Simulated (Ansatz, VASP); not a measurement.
One calculation of F, two programs

```xyz
4
Lattice="2.5435 -1.6793 0.2773 2.5435 1.6793 0.2773 -0.7020 0.0000 6.5976" Properties=species:S:1:pos:R:3 pbc="T T T"
F     3.7476   -0.5299    1.0399
F     0.9884   -0.5299    2.8134
F     0.6374    0.5299    6.1122
F     3.3966    0.5299    4.3387
```

Alike in both runs: task single point; functional r2SCAN; k mesh 10 × 10 × 4; occupations fermi-dirac, width 0.05 eV; no spin polarisation.

```csv
,VASP,Ansatz
version,VASP 6.6.1,Ansatz 0.2.0
potentials or method,"VASP PAW PBE potentials, release 64 (F), cutoff 520 eV","plane waves (500 eV) with PAW, scalar-relativistic"
valence electrons in the cell,28,28
```

```tsv
	VASP	Ansatz	Ansatz less VASP
gap on the k mesh at the Fermi level (eV)	3.85	3.94	+0.087
pressure (GPa)	0.8	0.0	-0.81
traceless stress, the component that is largest in VASP (GPa)	2.09	0.00	-2.095
```

VASP's potentials were made for PBE, not for r2SCAN.
